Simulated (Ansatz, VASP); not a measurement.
**One calculation of Ru, two programs**

```
Ru
1.0
     2.67583    0.00000    0.00000
    -1.33791    2.31734    0.00000
     0.00000    0.00000    4.22638
Ru
2
Direct
  0.33333 0.66667 0.25000
  0.66667 0.33333 0.75000
```

Alike in both runs: functional LDA; k mesh 18 × 18 × 10; occupations fermi-dirac, width 0.15 eV; no spin polarisation.

Ansatz relaxed the structure, and its values are those at the end. VASP's run is a single point on that final structure, the one shown.

|  | VASP | Ansatz |
| --- | --- | --- |
| version | VASP 6.6.1 | Ansatz 0.2.0 |
| potentials or method | VASP PAW LDA potentials, release 64 (Ru_pv), cutoff 520 eV | scalar-relativistic, plane waves, PAW |
| valence electrons in the cell | 28 | 32 |

```csv
,VASP,Ansatz,Ansatz less VASP
gap on the k mesh at the Fermi level (eV),none,none,-
pressure (GPa),1.0,0.0,-1.00
```

LDA's correlation is that of Perdew and Zunger in VASP and of Perdew and Wang (1992) in Ansatz. A gap of «none» marks a metal or a gap that the smearing closes. VASP's potentials hold 28 valence electrons a cell and Ansatz's 32, so a difference there can come from the potentials and not from the codes.
